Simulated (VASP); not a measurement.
Al2Ga3N5: single point with PBE

The system is Al2Ga3N5.

```
Al Ga N
1.0
    -1.48210    1.48210   10.49839
     1.48210   -1.48210   10.49839
     1.48210    1.48210  -10.49839
Al Ga N
2 3 5
Cartesian
  0.0000 0.0000 8.4240
  0.0000 0.0000 12.5728
  0.0000 0.0000 16.8156
  0.0000 0.0000 0.0000
  0.0000 0.0000 4.1811
  0.0000 0.0000 18.9145
  0.0000 0.0000 10.4984
  0.0000 0.0000 2.0823
  0.0000 0.0000 14.6480
  0.0000 0.0000 6.3487
```

| Quantity | Value |
| --- | --- |
| Program | VASP 6.6.1 |
| Task | single point |
| Functional | PBE |
| Potentials or basis | VASP PAW PBE potentials, release 64 (Al, Ga_d, N) |
| Cutoff | 520 eV |
| k mesh | 8 × 8 × 8 |
| Occupations | gaussian, width 0.1 eV |
| Spin | no spin polarisation |

```yaml
Pressure: 0.5 GPa
Largest_force: 0.038 eV/Å
Band_gap_on_the_k_mesh: 1.23 eV (least direct gap 2.01 eV)
```

Forces in eV/Å, atoms in the order of the input:
```
Al   0.000  0.000 -0.002
Al   0.000  0.000  0.002
Ga   0.000  0.000 -0.009
Ga   0.000  0.000  0.000
Ga   0.000  0.000  0.009
N    0.000  0.000 -0.017
N    0.000  0.000  0.000
N    0.000  0.000  0.017
N    0.000  0.000 -0.038
N    0.000  0.000  0.038
```

Levels at points of the mesh, in eV from the valence-band top:
```
           k point  band 33  band 34  band 35  band 36  band 37  band 38
(0.00, 0.00, 0.00)    -0.38    -0.36    -0.36     1.95     2.14     3.71
(0.50, 0.00, 0.00)    -0.26    -0.24    -0.21     4.97     5.66     5.92
(0.50, 0.50, 0.00)    -3.39    -2.93    -2.92     1.23     2.44     3.79
(0.50, 0.50, 0.50)    -0.73    -0.56    -0.56     1.47     3.70     3.83
```

It took 43 min on 1 thread of Intel(R) Xeon(R) Platinum 8259CL CPU @ 2.50GHz (Skylake/Cascade Lake) (shared host), peak memory 1 GiB.

A k mesh can miss the band edges.
